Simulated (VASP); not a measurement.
# MoP (P-6m2) in VASP: notebook, part 2 of 2

VASP 6.6.1.

## (3) Relaxation of cell and atoms, PBE

This run uses another cell than the first one, of 14.35 Å³/atom, 0.988 times its volume.

File INCAR:

```
SYSTEM = MoP
PREC = Accurate
ENCUT = 500
EDIFF = 1E-7
ISMEAR = 0
SIGMA = 0.1
LREAL = .FALSE.
LASPH = .TRUE.
NELM = 120
ALGO = Normal
ISIF = 3
LWAVE = .FALSE.
LCHARG = .FALSE.
GGA = PE
IBRION = 2
NSW = 100
EDIFFG = -0.005
GGA_COMPAT = .FALSE.
NELMIN = 4
```

File KPOINTS:

```
Automatic mesh
0
G
  18 18 14
  0 0 0
```

File POSCAR:

```
MoP
1.0
    3.2230000535      0.0000000000      0.0000000000
   -1.6115000268      2.7911999227      0.0000000000
    0.0000000000      0.0000000000      3.1910000000
Mo P
1 1
Direct
    0.0000000000      0.0000000000      0.0000000000
    0.3333333333      0.6666666667      0.5000000000
```

Potentials or basis: VASP PAW PBE potentials, release 64 (Mo_sv, P).

Launch:

```console
> cat potpaw_PBE.64/Mo_sv/POTCAR potpaw_PBE.64/P/POTCAR > POTCAR
> mpirun -np 1 vasp_std > vasp.out
```

It took 2.3 min on 1 thread of Intel Xeon 6975P-C (Granite Rapids), shared host; peak memory 0.23 GiB.

It converged, with:

| Property | Result |
| --- | --- |
| Free energy | -17.6701 eV |
| Relaxed volume | 14.54 Å³/atom |
| Relaxed cell | a = 3.242 Å, b = 3.242 Å, c = 3.196 Å, α = 90.00°, β = 90.00°, γ = 120.00° |
| Space group after relaxing (to 0.05 Å) | P-6m2 (No. 187) |
| Energy gained by relaxing | 1.7 meV/atom |
| Ionic steps | 4 |
| Pressure after relaxing | 0.0 GPa |

Step by step:
```
step  energy change (eV)  largest force (eV/Å)  pressure (GPa)  volume (Å³)
   1              0.0000                0.0000            2.82        28.71
   2              0.0079                0.0000           -5.01        29.77
   3             -0.0031                0.0000           -0.04        29.07
   4             -0.0033                0.0000           -0.01        29.08
```

Final structure:
```
Mo P
1.0
     3.24164    0.00000    0.00000
    -1.62082    2.80734    0.00000
     0.00000    0.00000    3.19588
Mo P
1 1
Direct
  0.00000 0.00000 0.00000
  0.33333 0.66667 0.50000
```

Levels at points of the mesh, in eV from the Fermi level:
| k point | band 7 | band 8 | band 9 | band 10 | band 11 | band 12 | band 13 |
| --- | --- | --- | --- | --- | --- | --- | --- |
| (0.00, 0.00, 0.00) | -3.26 | -3.26 | -0.65 | 0.29 | 0.29 | 4.09 | 4.09 |
| (0.50, 0.00, 0.00) | -3.83 | -3.64 | -1.28 | -0.38 | 1.69 | 2.30 | 4.64 |
| (0.00, 0.00, 0.50) | -2.69 | -2.69 | -1.63 | -1.63 | 1.38 | 2.92 | 2.92 |
| (0.50, 0.00, 0.50) | -5.20 | -4.37 | -1.00 | 1.41 | 1.86 | 3.51 | 5.00 |

## (4) Relaxation of cell and atoms, PBE

This run uses another cell than the first one, of 14.35 Å³/atom, 0.988 times its volume.

INCAR is that of step 3.

KPOINTS is that of step 3.

POSCAR is that of step 3.

Potentials or basis: VASP PAW PBE potentials, release 64 (Mo_sv, P).

Launch:

```console
> cat potpaw_PBE.64/Mo_sv/POTCAR potpaw_PBE.64/P/POTCAR > POTCAR
> mpirun -np 1 vasp_std > vasp.out
```

OUTCAR:

```text
SYSTEM = MoP
   PREC = Accurate
   ENCUT = 500
   EDIFF = 1E-7
   ISMEAR = 0
   LREAL = .FALSE.
   LASPH = .TRUE.
   NELM = 120
   ISIF = 3
   GGA = PE
   IBRION = 2
   NSW = 100
   EDIFFG = -0.005
   NELMIN = 4

 ion  position               nearest neighbor table
   1  0.000  0.000  0.000-   2 2.45   2 2.45   2 2.45   2 2.45   2 2.45   2 2.45
   2  0.333  0.667  0.500-   1 2.45   1 2.45   1 2.45   1 2.45   1 2.45   1 2.45

  LATTYP: Found a hexagonal cell.
 ALAT       =     3.2230000535
 C/A-ratio  =     0.9900713457

  Lattice vectors:

 A1 = (   3.2230000535,   0.0000000000,   0.0000000000)
 A2 = (  -1.6115000268,   2.7911999227,   0.0000000000)
 A3 = (   0.0000000000,   0.0000000000,   3.1910000000)

Analysis of symmetry for initial positions (statically):
=====================================================================
[... 306 lines left out ...]
      6       7.6231      2.00000
      7       8.4360      2.00000
      8       8.4360      2.00000
      9      11.0480      2.00000
     10      11.9926      0.00004
     11      11.9926      0.00004
     12      15.7896      0.00000
     13      15.7896      0.00000
[... 354 lines left out ...]
  band No.  band energies     occupation
      1     -49.4568      2.00000
      2     -23.7378      2.00000
      3     -23.5861      2.00000
      4     -23.5325      2.00000
      5       0.4271      2.00000
      6       4.7878      2.00000
      7       7.8389      2.00000
      8       7.9540      2.00000
      9      10.4563      2.00000
     10      11.0339      2.00000
     11      12.9977      0.00000
     12      13.8106      0.00000
     13      16.7895      0.00000

 [... further k-points ...]

------------------------ aborting loop because EDIFF is reached ----------------------------------------

  FORCE on cell =-STRESS in cart. coord.  units (eV):
  Direction    XX          YY          ZZ          XY          YZ          ZX
  --------------------------------------------------------------------------------------
  -------------------------------------------------------------------------------------
  Total       -0.0030746     -0.0030746      0.0005107      0.0000000     -0.0000000      0.0000000
  in kB       -0.1693750     -0.1693750      0.0281364      0.0000000     -0.0000000      0.0000000
  external PRESSURE =      -0.1035379 kB  Pullay stress =       0.0000000 kB
[... 17 lines left out ...]
  FREE ENERGIE OF THE ION-ELECTRON SYSTEM (eV)
  ---------------------------------------------------
  free  energy   TOTEN  =       -17.6700855183 eV

  energy  without entropy=      -17.6654614872  energy(sigma->0) =      -17.66777350

 reached required accuracy - stopping structural energy minimisation
```

OSZICAR:

```text
N       E                     dE             d eps       ncg     rms          rms(c)
DAV:   1     0.119601767149E+03    0.11960E+03   -0.99820E+03  7720   0.135E+03
DAV:   2    -0.153912559175E+02   -0.13499E+03   -0.13231E+03  9011   0.357E+02
DAV:   3    -0.186547173391E+02   -0.32635E+01   -0.31843E+01  9909   0.507E+01
[... 38 lines left out ...]
DAV:   2    -0.176703445942E+02    0.10450E-02   -0.18015E-03  7826   0.407E-01    0.963E-02
DAV:   3    -0.176700870634E+02    0.25753E-03   -0.70297E-04  8981   0.231E-01    0.214E-02
DAV:   4    -0.176700864214E+02    0.64196E-06   -0.15230E-05  7976   0.341E-02    0.141E-02
DAV:   5    -0.176700855539E+02    0.86753E-06   -0.13705E-06  9136   0.100E-02    0.250E-03
DAV:   6    -0.176700855183E+02    0.35649E-07   -0.11341E-07  4722   0.300E-03
   4 F= -.17670086E+02 E0= -.17667774E+02  d E =-.204238E-03
```

CONTCAR:

```text
MoP
   1.00000000000000
     3.2416363715281831   -0.0000000000003347    0.0000000000000000
    -1.6208181858146706    2.8073394475450657   -0.0000000000000000
     0.0000000000000000    0.0000000000000000    3.1958750941019951
  Mo              P
     1     1
Direct
     0.0000000000000000    0.0000000000000000    0.0000000000000000
     0.3333333332999970    0.6666666667000030    0.5000000000000000

  0.00000000E+00  0.00000000E+00  0.00000000E+00
  0.00000000E+00  0.00000000E+00  0.00000000E+00
```

Wall time 2.5 min (1 thread of Intel Xeon 6975P-C (Granite Rapids), shared host); peak memory 0.23 GiB.

What came out:

* Free energy: -17.6701 eV
* Relaxed volume: 14.54 Å³/atom
* Relaxed cell: a = 3.242 Å, b = 3.242 Å, c = 3.196 Å, α = 90.00°, β = 90.00°, γ = 120.00°
* Space group after relaxing (to 0.05 Å): P-6m2 (No. 187)
* Energy gained by relaxing: 1.7 meV/atom
* Ionic steps: 4
* Pressure after relaxing: 0.0 GPa

The path:
```csv
step,energy change (eV),largest force (eV/Å),pressure (GPa),volume (Å³)
1,0.0000,0.0000,2.82,28.71
2,0.0079,0.0000,-5.01,29.77
3,-0.0031,0.0000,-0.04,29.07
4,-0.0033,0.0000,-0.01,29.08
```

Final structure:
```
Mo P
1.0
     3.24164    0.00000    0.00000
    -1.62082    2.80734    0.00000
     0.00000    0.00000    3.19588
Mo P
1 1
Direct
  0.00000 0.00000 0.00000
  0.33333 0.66667 0.50000
```

PBE usually gives volumes a little too large and moduli too small. Zero-point motion and thermal expansion aren't in these numbers.
